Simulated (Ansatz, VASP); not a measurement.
# One calculation of Ba, two programs

```xyz
1
Lattice="-2.4000 2.4000 2.4000 2.4000 -2.4000 2.4000 2.4000 2.4000 -2.4000" Properties=species:S:1:pos:R:3 pbc="T T T"
Ba    0.0000    0.0000    0.0000
```

Change from the starting cell: strain -0.040 along x and y, -0.040 along z, atoms carried along.

Alike in both runs: task single point; functional PBEsol; k mesh 14 × 14 × 14; occupations gaussian, width 0.15 eV; no spin polarisation.

|  | VASP | Ansatz |
| --- | --- | --- |
| version | VASP 6.6.1 | Ansatz 0.2.0 |
| potentials or method | VASP PAW PBE potentials, release 64 (Ba_sv), cutoff 520 eV | scalar-relativistic, plane waves, PAW |
| valence electrons in the cell | 10 | 10 |

|  | VASP | Ansatz | Ansatz less VASP |
| --- | --- | --- | --- |
| gap on the k mesh at the Fermi level (eV) | none | none | - |
| pressure (GPa) | 0.6 | 0.5 | -0.10 |

VASP's potentials were made for PBE, not for PBEsol. A gap of «none» marks a metal or a gap that the smearing closes. The functional is the same, so the differences come from potentials, cutoffs and numerics.

Neither program's run includes spin-orbit coupling.
